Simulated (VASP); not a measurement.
In2As3, 5 atoms in the cell. The structure is cubic, space group Pm-3m (No. 221). Conventional cell: a = 4.219 Å, b = 4.219 Å, c = 4.219 Å, α = 90.00°, β = 90.00°, γ = 90.00°. In (site symmetry m-3m) has 6 As at 2.11 Å within 2.8 Å. Within 3.9 Å of In (site symmetry m-3m) lie 12 As at 2.98 Å and 8 In at 3.65 Å. As (site symmetry 4/mmm) has 2 In at 2.11 Å within 2.8 Å. The cell was generated, and may not be a known phase.

- Program: VASP 6.6.1
- Task: relaxation of cell and atoms
- Functional: PBE
- Potentials or basis: VASP PAW PBE potentials, release 64 (In_d, As)
- Cutoff: 600 eV
- k mesh: 4 × 4 × 4
- Occupations: gaussian, width 0.1 eV
- Spin: no spin polarisation
- Dipole correction: no
- Further INCAR settings: ALGO = Normal; EDIFF = 1e-06; IBRION = 2; EDIFFG = -0.04; NSW = 90; ISIF = 3

Potentials or basis: VASP PAW PBE potentials, release 64 (In_d, As).

Run with:

```sh
$ cat potpaw_PBE.64/In_d/POTCAR potpaw_PBE.64/As/POTCAR > POTCAR
$ mpirun -np 1 vasp_std > vasp.out
```

Hardware: 1 thread of Intel Xeon 8259CL, with other jobs on the host.

Problem. How long does it take, and how much memory?

Solution. Run time: 3.5 min on 1 thread of Intel Xeon 8259CL, with other jobs on the host, peak memory 0.21 GiB. Counts: scf iterations 60, k points 10, ion steps 3.
